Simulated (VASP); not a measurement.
# Ir (Im-3m) in VASP: single point with BLYP

Aim: the single point of Ir with BLYP.

Everything below comes from runs of VASP 6.6.1. Logs are shortened: lines on timing, memory, paths and dates and some standing lists are left out, and cuts for length are marked.

**1. The cell of the first run**

The structure is cubic, space group Im-3m (No. 229). The conventional cell has a = 3.124 Å, b = 3.124 Å, c = 3.124 Å, α = 90.00°, β = 90.00°, γ = 90.00°. Within 3.6 Å of Ir (site symmetry m-3m) lie 14 Ir at 2.71 to 3.12 Å.

This isn't the form of Ir at room conditions, which is fcc.

**2. Single point, BLYP (15.24 Å³/atom)**

INCAR

```
AGGAC    = 1.0          
AGGAX    = 1.0          
ALDAC    = 0.0          
ALDAX    = 1.0          
ALGO     = Normal         # electronic algorithm
EDIFF    = 1E-6           # SCF threshold, eV
ENCUT    = 560            # plane-wave cutoff, eV
GGA      = B5             # functional
GGA_COMPAT= F            
ISIF     = 2              # what is computed and relaxed
ISMEAR   = -1             # smearing method
LASPH    = T              # aspherical terms in the spheres
LCHARG   = F              # write CHGCAR
LREAL    = F              # projectors in reciprocal space
LWAVE    = F              # write WAVECAR
NBANDS   = 14             # bands
NELM     = 120            # most SCF steps
PREC     = Accurate       # precision mode
SIGMA    = 0.1            # smearing width, eV
```

KPOINTS

```
k-points
0
Gamma
  16 16 16
```

POSCAR

```
Ir
1.0
   -1.5619020926      1.5619020926      1.5619020926
    1.5619020926     -1.5619020926      1.5619020926
    1.5619020926      1.5619020926     -1.5619020926
Ir
1
Direct
    0.0000000000      0.0000000000      0.0000000000
```

Potentials or basis: VASP PAW PBE potentials, release 64 (Ir_sv_GW).

On the command line:

```sh
> cat potpaw_PBE.64/Ir_sv_GW/POTCAR > POTCAR
> mpirun -np 1 vasp_std > vasp.out
```

OUTCAR:

```text
EDIFF = 1E-6
   ENCUT = 560
   GGA = B5
   ISIF = 2
   ISMEAR = -1
   LASPH = T
   LREAL = F
   NELM = 120
   PREC = Accurate

 ion  position               nearest neighbor table
   1  0.000  0.000  0.000-

  LATTYP: Found a body centered cubic cell.
 ALAT       =     3.1238041852

  Lattice vectors:

 A1 = (  -1.5619020926,   1.5619020926,   1.5619020926)
 A2 = (   1.5619020926,  -1.5619020926,   1.5619020926)
 A3 = (   1.5619020926,   1.5619020926,  -1.5619020926)

Analysis of symmetry for initial positions (statically):
=====================================================================
 Subroutine PRICEL returns:
 Original cell was already a primitive cell.

 Routine SETGRP: Setting up the symmetry group for a
 body centered cubic supercell.

 Subroutine GETGRP returns: Found 48 space group operations
 (whereof 48 operations were pure point group operations)
 out of a pool of 48 trial point group operations.

The static configuration has the point symmetry O_h .

Analysis of symmetry for dynamics (positions and initial velocities):
=====================================================================
 Subroutine PRICEL returns:
 Original cell was already a primitive cell.

 Routine SETGRP: Setting up the symmetry group for a
 body centered cubic supercell.

 Subroutine GETGRP returns: Found 48 space group operations
 (whereof 48 operations were pure point group operations)
 out of a pool of 48 trial point group operations.

The dynamic configuration has the point symmetry O_h .

 Subroutine INISYM returns: Found 48 space group operations
 (whereof 48 operations are pure point group operations),
 and found     1 'primitive' translations

----------------------------------------------------------------------------------------

                                     Primitive cell

  volume of cell :      15.2413

  direct lattice vectors                    reciprocal lattice vectors
    -1.561902093  1.561902093  1.561902093     0.000000000  0.320122498  0.320122498
     1.561902093 -1.561902093  1.561902093     0.320122498  0.000000000  0.320122498
     1.561902093  1.561902093 -1.561902093     0.320122498  0.320122498  0.000000000

  length of vectors
     2.705293781  2.705293781  2.705293781     0.452721579  0.452721579  0.452721579

  position of ions in fractional coordinates (direct lattice)
     0.000000000  0.000000000  0.000000000

  ion indices of the primitive-cell ions
   primitive index   ion index
                 1           1

----------------------------------------------------------------------------------------

 KPOINTS: k-points

Automatic generation of k-mesh.
 Grid dimensions read from file:
 generate k-points for:   16   16   16

 Generating k-lattice:

  Cartesian coordinates                     Fractional coordinates (reciprocal lattice)
     0.000000000  0.020007656  0.020007656     0.062500000  0.000000000  0.000000000
     0.020007656  0.000000000  0.020007656     0.000000000  0.062500000  0.000000000
     0.020007656  0.020007656  0.000000000     0.000000000  0.000000000  0.062500000

  Length of vectors
     0.028295099  0.028295099  0.028295099

  Shift w.r.t. Gamma in fractional coordinates (k-lattice)
     0.000000000  0.000000000  0.000000000

 Subroutine IBZKPT returns following result:
 ===========================================

 Found    145 irreducible k-points:

 Following reciprocal coordinates:
            Coordinates               Weight
  0.000000  0.000000  0.000000      1.000000
  0.062500  0.000000  0.000000     12.000000
  0.125000  0.000000  0.000000     12.000000
  0.187500  0.000000  0.000000     12.000000
  0.250000  0.000000  0.000000     12.000000
  0.312500  0.000000  0.000000     12.000000
[... 16 lines left out ...]
  0.187500  0.187500  0.000000     24.000000
  0.250000  0.187500  0.000000     48.000000
 [... further k-points ...]
   k-points           NKPTS =    145   k-points in BZ     NKDIM =    145   number of bands    NBANDS=     14
   number of dos      NEDOS =    301   number of ions     NIONS =      1
   total plane-waves  NPLWV =  13824
   dimension x,y,z NGX =    24 NGY =   24 NGZ =   24
   dimension x,y,z NGXF=    48 NGYF=   48 NGZF=   48
   ions per type =               1
   NGX,Y,Z   is equivalent  to a cutoff of  14.75, 14.75, 14.75 a.u.
   NGXF,Y,Z  is equivalent  to a cutoff of  29.50, 29.50, 29.50 a.u.
 SYSTEM =  unknown system
   PREC   = accura    normal or accurate (medium, high low for compatibility)
   ISTART =      0    job   : 0-new  1-cont  2-samecut
   ICHARG =      2    charge: 1-file 2-atom 10-const
   ISPIN  =      1    spin polarized calculation?
   LNONCOLLINEAR =      F non collinear calculations
   LSORBIT =      F    spin-orbit coupling
   LASPH  =      T    aspherical Exc in radial PAW
   ENCUT  =  560.0 eV  41.16 Ry    6.42 a.u.   5.22  5.22  5.22*2*pi/ulx,y,z
   NELM   =    120;   NELMIN=  2; NELMDL= -5     # of ELM steps
   EDIFF  = 0.1E-05   stopping-criterion for ELM
   LREAL  =      F    real-space projection
   EDIFFG = 0.1E-04   stopping-criterion for IOM
   NSW    =      0    number of steps for IOM
   IBRION =     -1    ionic relax: 0-MD 1-quasi-New 2-CG
   NFREE  =      0    steps in history (QN), initial steepest desc. (CG)
   ISIF   =      2    stress and relaxation
   ISYM   =      2    0-nonsym 1-usesym 2-fastsym
   POTIM  = 0.5000    time-step for ionic-motion
   TEBEG  =    0.0;   TEEND  =   0.0 temperature during run
   PSTRESS=    0.0 pullay stress
   NELECT =      17.0000    total number of electrons
   NUPDOWN=      -1.0000    fix difference up-down
   EMIN   =  10.00;   EMAX   =-10.00  energy-range for DOS
   EFERMI =   0.00;   METHOD = LEGACY
   ISMEAR =    -1;   SIGMA  =   0.10  broadening in eV -4-tet -1-fermi 0-gaus
   EFERMI_NEDOS =   21; number of points for ismear=-14 and -15
   IALGO  =     38    algorithm
   IMIX   =      4    mixing-type and parameters
     AMIX     =   0.40;   BMIX     =  1.00
     AMIX_MAG =   1.60;   BMIX_MAG =  1.00
  volume/ion in A,a.u.               =      15.24       102.85
  Fermi-wavevector in a.u.,A,eV,Ry     =   1.697790  3.208358 39.218675  2.882491
  Thomas-Fermi vector in A             =   2.778407
   LORBIT       =      0    0 simple, 1 ext, 2 COOP (PROOUT), +10 PAW based schemes
   GGA     = B5    functional components
   LHFCALC =     F    Hartree Fock is set to
   AEXX    =    0.0000 exact exchange contribution
   IVDW    =     0    specifies the selected vdW correction
   LEPSILON=     F    determine dielectric tensor
   LRPA    =     F    only Hartree local field effects (RPA)
 non-spin polarized calculation
  energy-cutoff  :      560.00
  volume of cell :       15.24
 maximum number of plane-waves:       472
 NGX is ok and might be reduce to    24
   NGX = 11   NGY = 11   NGZ = 11

 number of electron      17.0000000 magnetization

 Free energy of the ion-electron system (eV)
  ---------------------------------------------------
  ext. energy  EPLUGINS =         0.00000000
  ---------------------------------------------------
  free energy    TOTEN  =        -7.52304765 eV

  energy without entropy =       -7.44506316  energy(sigma->0) =       -7.48405541

 E-fermi :  11.8270     XC(G=0): -13.3634

 val. band max:       11.8248200780   @ k =   0.2500   0.2500   0.1875
 cond. band min:      11.8271350952   @ k =   0.3125   0.2500   0.1250
 fundamental gap:      0.0023150172
 Fermi energy:        11.8269523514

 k-point     1 :       0.0000    0.0000    0.0000
  band No.  band energies     occupation
      1     -79.9568      2.00000
      2     -36.7512      2.00000
      3     -36.7512      2.00000
      4     -36.7512      2.00000
      5       1.9528      2.00000
      6       8.4976      2.00000
      7       8.4976      2.00000
      8       8.4976      2.00000
      9      11.3496      1.98324
     10      11.3496      1.98324
     11      28.3767      0.00000
     12      28.3767      0.00000
     13      28.3767      0.00000
     14      39.5836      0.00000

 k-point     2 :       0.0625    0.0000    0.0000
  band No.  band energies     occupation
      1     -79.9544      2.00000
      2     -36.7756      2.00000
      3     -36.7595      2.00000
      4     -36.7510      2.00000
      5       2.1247      2.00000
      6       8.4224      2.00000
      7       8.4952      2.00000
      8       8.6449      2.00000
      9      11.2468      1.99397
     10      11.3544      1.98242
     11      28.4783      0.00000
     12      28.6087      0.00000
     13      28.6421      0.00000
     14      37.4257      0.00000

 k-point     3 :       0.1250    0.0000    0.0000
  band No.  band energies     occupation
      1     -79.9491      2.00000
      2     -36.8467      2.00000
      3     -36.7834      2.00000
      4     -36.7508      2.00000
      5       2.6195      2.00000
      6       8.2147      2.00000
      7       8.4728      2.00000
      8       9.0793      2.00000
      9      11.0211      1.99937
     10      11.3725      1.97897
     11      28.6573      0.00000
     12      29.0609      0.00000
     13      29.4152      0.00000
     14      35.4982      0.00000
[... 324 lines left out ...]
 k-point    23 :       0.1875    0.1875    0.0000
  band No.  band energies     occupation
      1     -79.9179      2.00000
      2     -37.1807      2.00000
      3     -36.9059      2.00000
      4     -36.7954      2.00000
      5       5.3263      2.00000
      6       7.5965      2.00000
      7       7.8094      2.00000
      8      10.6568      1.99998
      9      11.7458      1.38471
     10      12.6380      0.00060
     11      25.0437      0.00000
     12      27.2169      0.00000
     13      29.6500      0.00000
     14      31.8777      0.00000

 k-point    24 :       0.2500    0.1875    0.0000
  band No.  band energies     occupation
      1     -79.9104      2.00000
      2     -37.2454      2.00000
      3     -36.9596      2.00000
      4     -36.8040      2.00000
      5       5.7603      2.00000
      6       7.3661      2.00000
      7       8.1934      2.00000
      8      10.8220      1.99991
      9      11.8216      1.02685
     10      14.0250      0.00000
     11      22.8876      0.00000
     12      26.0339      0.00000
     13      28.6339      0.00000
     14      32.7987      0.00000

 [... further k-points ...]

------------------------ aborting loop because EDIFF is reached ----------------------------------------

  FORCE on cell =-STRESS in cart. coord.  units (eV):
  Direction    XX          YY          ZZ          XY          YZ          ZX
  --------------------------------------------------------------------------------------
  -------------------------------------------------------------------------------------
  Total        1.0908170      1.0908170      1.0908170      0.0000000     -0.0000000      0.0000000
  in kB      114.6676895    114.6676895    114.6676895      0.0000000     -0.0000000      0.0000000
  external PRESSURE =     114.6676895 kB  Pullay stress =       0.0000000 kB

 VOLUME and BASIS-vectors are now :
 -----------------------------------------------------------------------------
  energy-cutoff  :      560.00
  volume of cell :       15.24
      direct lattice vectors                 reciprocal lattice vectors
    -1.561902093  1.561902093  1.561902093     0.000000000  0.320122498  0.320122498
     1.561902093 -1.561902093  1.561902093     0.320122498  0.000000000  0.320122498
     1.561902093  1.561902093 -1.561902093     0.320122498  0.320122498  0.000000000

 POSITION                                       TOTAL-FORCE (eV/Angst)
 -----------------------------------------------------------------------------------
      0.00000      0.00000      0.00000        -0.000000      0.000000     -0.000000
 -----------------------------------------------------------------------------------
    total drift:                               -0.000000     -0.000000      0.000000

  FREE ENERGIE OF THE ION-ELECTRON SYSTEM (eV)
  ---------------------------------------------------
  free  energy   TOTEN  =        -7.5230476524 eV

  energy  without entropy=       -7.4450631609  energy(sigma->0) =       -7.48405541
```

Run time: 23 s. Hardware: 1 thread of AMD EPYC 9R45 (Zen 5), shared host; peak memory 0.14 GiB.

What came out:

* Free energy: -7.5230 eV
* Pressure: 11.5 GPa
* Band gap on the k mesh: zero (an odd number of electrons rules out a gap without spin polarisation)

Levels at points of the mesh, in eV from the Fermi level:
```csv
k point,band 4,band 5,band 6,band 7,band 8,band 9,band 10,band 11,band 12,band 13
"(0.00, 0.00, 0.00)",-48.58,-9.87,-3.33,-3.33,-3.33,-0.48,-0.48,16.55,16.55,16.55
"(0.50, 0.00, 0.00)",-48.58,-6.90,-5.00,-0.66,-0.05,0.38,2.10,7.54,12.97,16.28
"(0.50, 0.50, 0.50)",-49.04,-6.43,-6.43,1.45,1.45,1.45,7.94,7.94,7.94,13.96
```

Caveat: the cell stands under pressure; the PAW data sets were made with another functional, which shifts forces and pressure a little; spin-orbit coupling is left out, which moves the levels of the heavy elements.
